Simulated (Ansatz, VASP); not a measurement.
**PtSe2 in VASP and in Ansatz**

POSCAR

```
PtSe2
1.0
    3.7166002913      0.0000000000      0.0000000000
   -1.8583001457      3.2186702680      0.0000000000
    0.0000000000      0.0000000000      5.8297268771
Pt Se
1 2
Direct
    0.0000000000      0.0000000000      0.0000000000
    0.3333333333      0.6666666667      0.2249744229
    0.6666666667      0.3333333333      0.7750255771
```

File INCAR.step1:

```
SYSTEM = PtSe2
ALGO = Normal
EDIFF = 1E-4
ENCUT = 520
GGA = PE
ISMEAR = 1
LASPH = .TRUE.
LCHARG = .FALSE.
LREAL = .FALSE.
LWAVE = .TRUE.
NBANDS = 18
NELM = 100
PREC = Accurate
SIGMA = 0.05
```

Contents of INCAR.step2:

```
SYSTEM = PtSe2
ALGO = Normal
EDIFF = 1E-6
ENCUT = 520
ISIF = 2
ISMEAR = 1
ISTART = 1
LASPH = .TRUE.
LCHARG = .FALSE.
LMIXTAU = .TRUE.
LREAL = .FALSE.
LWAVE = .FALSE.
METAGGA = R2SCAN
NBANDS = 18
NELM = 100
PREC = Accurate
SIGMA = 0.05
```

KPOINTS

```
k-points
0
G
  8 8 4
  0 0 0
```

Input for Ansatz:

```yaml
crystal:
  lattice:
    - [3.716600291312, 2.886751399933e-11, 0.0]
    - [-1.858300145681, 3.218670267975, 0.0]
    - [0.0, 0.0, 5.8297268771]
  atoms:
    - { symbol: Pt, position: [0.0, 0.0, 0.0] }
    - { symbol: Se, position: [0.3333333333333, 0.6666666666667, 0.2249744229] }
    - { symbol: Se, position: [0.6666666666667, 0.3333333333333, 0.7750255771] }
basis:
  ecutwfc: 500
  ecutrho_ratio: 4
kpoints:
  mp_grid: { grid: [8, 8, 4] }
hamiltonian:
  xc: r2scan
scf:
  occupations: { method: methfessel_paxton, width: 0.05 }
  mixing: { algorithm: anderson, beta: 0.2 }
output:
  forces: true
  stress: true
```

Alike in both runs: task single point; functional r2SCAN; k mesh 8 × 8 × 4; occupations methfessel-paxton of order 1, width 0.05 eV; no spin polarisation.

|  | VASP | Ansatz |
| --- | --- | --- |
| version | VASP 6.6.1 | Ansatz 0.2.0 |
| potentials or method | VASP PAW PBE potentials, release 64 (Pt, Se), cutoff 520 eV | scalar-relativistic, plane waves, PAW |
| valence electrons in the cell | 22 | 50 |

|  | VASP | Ansatz | Ansatz less VASP |
| --- | --- | --- | --- |
| pressure (GPa) | 0.1 | 0.0 | -0.07 |
| rms of the force components (eV/Å) | 0.005 | 0.000 | -0.0046 |

VASP's potentials were made for PBE, not for r2SCAN. Atom by atom the forces differ by 0.005 eV/Å (rms over components). With one functional, cell and mesh, what is left measures potentials, basis and numerics. VASP's potentials hold 22 valence electrons a cell and Ansatz's 50, so a difference there can come from the potentials and not from the codes.

Neither program's run includes spin-orbit coupling.
